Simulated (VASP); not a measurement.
# Hf (P6_3/mmc) in VASP: a series of runs

The runs below take Hf through single point, with PBEsol.

All numbers are computed with VASP 6.6.1; they aren't measurements. Logs are shortened: lines on timing, memory, paths and dates and some standing lists are left out, and cuts for length are marked.

## (1) The cell of the first run

The structure is hexagonal, space group P6_3/mmc (No. 194). Conventional cell: a = 3.158 Å, b = 3.158 Å, c = 5.005 Å, α = 90.00°, β = 90.00°, γ = 120.00°. Within 4.1 Å of Hf (site symmetry -6m2) lie 12 Hf at 3.10 to 3.16 Å.

## (2) Single point, PBEsol

Contents of INCAR:

```
SYSTEM = Hf
ALGO = Normal
EDIFF = 1E-7
ENCUT = 520
GGA = PS
ISIF = 2
ISMEAR = -1
LASPH = .TRUE.
LCHARG = .FALSE.
LREAL = .FALSE.
LWAVE = .FALSE.
NBANDS = 17
NELM = 80
PREC = Accurate
SIGMA = 0.08
```

Contents of KPOINTS:

```
k-points
0
G
  12 12 8
  0 0 0
```

Contents of POSCAR:

```
Hf
1.0
    3.1577638946      0.0000000000      0.0000000000
   -1.5788819473      2.7347037519      0.0000000000
    0.0000000000      0.0000000000      5.0051809954
Hf
2
Direct
    0.3333333333      0.6666666667      0.2500000000
    0.6666666667      0.3333333333      0.7500000000
```

Potentials or basis: VASP PAW PBE potentials, release 64 (Hf_pv).

The run is started by

```console
> cat potpaw_PBE.64/Hf_pv/POTCAR > POTCAR
> mpirun -np 1 vasp_std > vasp.out
```

OUTCAR:

```text
SYSTEM = Hf
   EDIFF = 1E-7
   ENCUT = 520
   GGA = PS
   ISIF = 2
   ISMEAR = -1
   LASPH = .TRUE.
   LREAL = .FALSE.
   NELM = 80
   PREC = Accurate

 ion  position               nearest neighbor table
   1  0.333  0.667  0.250-   2 3.10   2 3.10   2 3.10   2 3.10   2 3.10   2 3.10
   2  0.667  0.333  0.750-   1 3.10   1 3.10   1 3.10   1 3.10   1 3.10   1 3.10

  LATTYP: Found a hexagonal cell.
 ALAT       =     3.1577638946
 C/A-ratio  =     1.5850396554

  Lattice vectors:

 A1 = (   3.1577638946,   0.0000000000,   0.0000000000)
 A2 = (  -1.5788819473,   2.7347037519,   0.0000000000)
 A3 = (   0.0000000000,   0.0000000000,   5.0051809954)

Analysis of symmetry for initial positions (statically):
=====================================================================
 Subroutine PRICEL returns:
 Original cell was already a primitive cell.

 Routine SETGRP: Setting up the symmetry group for a
 hexagonal supercell.

 Subroutine GETGRP returns: Found 24 space group operations
 (whereof 12 operations were pure point group operations)
 out of a pool of 24 trial point group operations.

The static configuration has the point symmetry D_3d.
 The point group associated with its full space group is D_6h.

Analysis of symmetry for dynamics (positions and initial velocities):
=====================================================================
 Subroutine PRICEL returns:
 Original cell was already a primitive cell.

 Routine SETGRP: Setting up the symmetry group for a
 hexagonal supercell.

 Subroutine GETGRP returns: Found 24 space group operations
 (whereof 12 operations were pure point group operations)
 out of a pool of 24 trial point group operations.

The dynamic configuration has the point symmetry D_3d.
 The point group associated with its full space group is D_6h.

 Subroutine INISYM returns: Found 24 space group operations
 (whereof 12 operations are pure point group operations),
 and found     1 'primitive' translations

----------------------------------------------------------------------------------------

                                     Primitive cell

  volume of cell :      43.2225

  direct lattice vectors                    reciprocal lattice vectors
     3.157763895  0.000000000  0.000000000     0.316679788  0.182835161  0.000000000
    -1.578881947  2.734703752  0.000000000     0.000000000  0.365670321  0.000000000
     0.000000000  0.000000000  5.005180995     0.000000000  0.000000000  0.199792975
[... 83 lines left out ...]
   NELM   =     80;   NELMIN=  2; NELMDL= -5     # of ELM steps
   EDIFF  = 0.1E-06   stopping-criterion for ELM
   LREAL  =      F    real-space projection
   EDIFFG = 0.1E-05   stopping-criterion for IOM
   NSW    =      0    number of steps for IOM
   IBRION =     -1    ionic relax: 0-MD 1-quasi-New 2-CG
   NFREE  =      0    steps in history (QN), initial steepest desc. (CG)
   ISIF   =      2    stress and relaxation
   ISYM   =      2    0-nonsym 1-usesym 2-fastsym
   POTIM  = 0.5000    time-step for ionic-motion
   TEBEG  =    0.0;   TEEND  =   0.0 temperature during run
   PSTRESS=    0.0 pullay stress
   NELECT =      20.0000    total number of electrons
   NUPDOWN=      -1.0000    fix difference up-down
   EMIN   =  10.00;   EMAX   =-10.00  energy-range for DOS
   EFERMI =   0.00;   METHOD = LEGACY
   ISMEAR =    -1;   SIGMA  =   0.08  broadening in eV -4-tet -1-fermi 0-gaus
   EFERMI_NEDOS =   21; number of points for ismear=-14 and -15
   IALGO  =     38    algorithm
   IMIX   =      4    mixing-type and parameters
     AMIX     =   0.40;   BMIX     =  1.00
     AMIX_MAG =   1.60;   BMIX_MAG =  1.00
  volume/ion in A,a.u.               =      21.61       145.84
  Fermi-wavevector in a.u.,A,eV,Ry     =   1.266237  2.392841 21.814977  1.603356
  Thomas-Fermi vector in A             =   2.399448
   LORBIT       =      0    0 simple, 1 ext, 2 COOP (PROOUT), +10 PAW based schemes
   GGA     = PS    functional components
   LHFCALC =     F    Hartree Fock is set to
   AEXX    =    0.0000 exact exchange contribution
   IVDW    =     0    specifies the selected vdW correction
   LEPSILON=     F    determine dielectric tensor
   LRPA    =     F    only Hartree local field effects (RPA)
 non-spin polarized calculation
  energy-cutoff  :      520.00
  volume of cell :       43.22
 maximum number of plane-waves:      1194
 NGX is ok and might be reduce to    24
   NGX = 11   NGY = 11   NGZ = 19

 number of electron      19.9999996 magnetization

 Free energy of the ion-electron system (eV)
  ---------------------------------------------------
  ext. energy  EPLUGINS =         0.00000000
  ---------------------------------------------------
  free energy    TOTEN  =       -21.02212605 eV

  energy without entropy =      -20.98710741  energy(sigma->0) =      -21.00461673

 E-fermi :   4.9969     XC(G=0): -11.5503

 val. band max:        4.9747440211   @ k =   0.0833   0.0833   0.0000
 cond. band min:       5.0446966607   @ k =   0.1667   0.0000   0.3750
 fundamental gap:      0.0699526397
 Fermi energy:         4.9968568218

 k-point     1 :       0.0000    0.0000    0.0000
  band No.  band energies     occupation
      1     -26.0027      2.00000
      2     -25.1684      2.00000
      3     -25.1684      2.00000
      4     -25.0262      2.00000
      5     -25.0262      2.00000
      6     -25.0261      2.00000
[... 457 lines left out ...]
      4     -25.3121      2.00000
      5     -25.1676      2.00000
      6     -25.1091      2.00000
[... 9 lines left out ...]
     16       9.6862      0.00000
     17      11.4514      0.00000

 [... further k-points ...]

------------------------ aborting loop because EDIFF is reached ----------------------------------------

  FORCE on cell =-STRESS in cart. coord.  units (eV):
  Direction    XX          YY          ZZ          XY          YZ          ZX
  --------------------------------------------------------------------------------------
  -------------------------------------------------------------------------------------
  Total       -0.0914693     -0.0914693     -0.1156518     -0.0000000      0.0000000      0.0000000
  in kB       -3.3905979     -3.3905979     -4.2869982     -0.0000000      0.0000000      0.0000000
  external PRESSURE =      -3.6893980 kB  Pullay stress =       0.0000000 kB

 VOLUME and BASIS-vectors are now :
 -----------------------------------------------------------------------------
  energy-cutoff  :      520.00
  volume of cell :       43.22
      direct lattice vectors                 reciprocal lattice vectors
     3.157763895  0.000000000  0.000000000     0.316679788  0.182835161  0.000000000
    -1.578881947  2.734703752  0.000000000     0.000000000  0.365670321  0.000000000
     0.000000000  0.000000000  5.005180995     0.000000000  0.000000000  0.199792975

 POSITION                                       TOTAL-FORCE (eV/Angst)
 -----------------------------------------------------------------------------------
     -0.00000      1.82314      1.25130        -0.000000     -0.000000      0.000000
      1.57888      0.91157      3.75389         0.000000      0.000000      0.000000
 -----------------------------------------------------------------------------------
    total drift:                               -0.000000      0.000000     -0.000000

  FREE ENERGIE OF THE ION-ELECTRON SYSTEM (eV)
  ---------------------------------------------------
  free  energy   TOTEN  =       -21.0221260455 eV

  energy  without entropy=      -20.9871074076  energy(sigma->0) =      -21.00461673
```

stdout:

```text
POSCAR found type information on POSCAR Hf
 POSCAR found :  1 types and       2 ions
 scaLAPACK will be used
 -----------------------------------------------------------------------------
|                                                                             |
|                                                                             |
|     You enforced a specific xc type in the INCAR file but a different       |
|     I HOPE YOU KNOW WHAT YOU ARE DOING!                                     |
|                                                                             |
 -----------------------------------------------------------------------------

 LDA part: xc-table for (Slater+PW92), standard interpolation
 POSCAR, INCAR and KPOINTS ok, starting setup
 FFT: planning ... GRIDC
 FFT: planning ... GRID_SOFT
 FFT: planning ... GRID
 WAVECAR not read
 entering main loop
```

It took 28 s on 1 thread of Intel Xeon Platinum 8488C (Sapphire Rapids), shared host; peak memory 0.2 GiB.

What came out:

- Free energy: -21.0221 eV
- Pressure: -0.4 GPa
- Band gap on the k mesh: zero (band 10 reaches 6.18 eV, above the bottom of band 11 at 4.76 eV)

Caveat: the PAW data sets were made with another functional, which shifts forces and pressure a little; spin-orbit coupling is left out, which moves the levels of the heavy elements.

## (3) Single point, PBEsol

Contents of INCAR:

```
PREC = Accurate
ENCUT = 520
EDIFF = 1E-6
ISMEAR = -1
SIGMA = 0.08
LREAL = False
LASPH = True
NELM = 100
ALGO = Normal
ISIF = 2
LWAVE = False
LCHARG = False
GGA = PS
NBANDS = 17
```

Contents of KPOINTS:

```
regular mesh
0
Gamma
  12 12 8
```

POSCAR is that of step 2.

Potentials or basis: VASP PAW PBE potentials, release 64 (Hf_pv).

The run is started by

```console
> cat potpaw_PBE.64/Hf_pv/POTCAR > POTCAR
> mpirun -np 1 vasp_std > vasp.out
```

Wall time 24 s (1 thread of Intel Xeon Platinum 8488C (Sapphire Rapids), shared host); peak memory 0.2 GiB.

It converged, with:

```
Free energy            : -21.0221 eV
Pressure               : -0.3 GPa
Band gap on the k mesh : zero (band 10 reaches 6.18 eV, above the bottom of band 11 at 4.76 eV)
```

Stress tensor (GPa, compression positive):
```
-0.31  0.00  0.00
 0.00 -0.31  0.00
 0.00  0.00 -0.41
```

Levels at points of the mesh, in eV from the Fermi level:
| k point | band 7 | band 8 | band 9 | band 10 | band 11 | band 12 | band 13 | band 14 |
| --- | --- | --- | --- | --- | --- | --- | --- | --- |
| (0.00, 0.00, 0.00) | -7.50 | -3.83 | 0.79 | 1.18 | 1.18 | 1.45 | 2.03 | 2.03 |
| (0.50, 0.00, 0.00) | -3.41 | -2.88 | -2.34 | -0.72 | 0.78 | 0.90 | 1.73 | 6.13 |
| (0.00, 0.00, 0.50) | -5.46 | -5.46 | 0.13 | 0.13 | 1.07 | 1.07 | 1.07 | 1.07 |
| (0.50, 0.00, 0.50) | -3.52 | -3.52 | -1.05 | -1.05 | 1.32 | 1.32 | 2.72 | 2.72 |

Caveat: the PAW data sets were made with another functional, which shifts forces and pressure a little; spin-orbit coupling is left out, which moves the levels of the heavy elements.
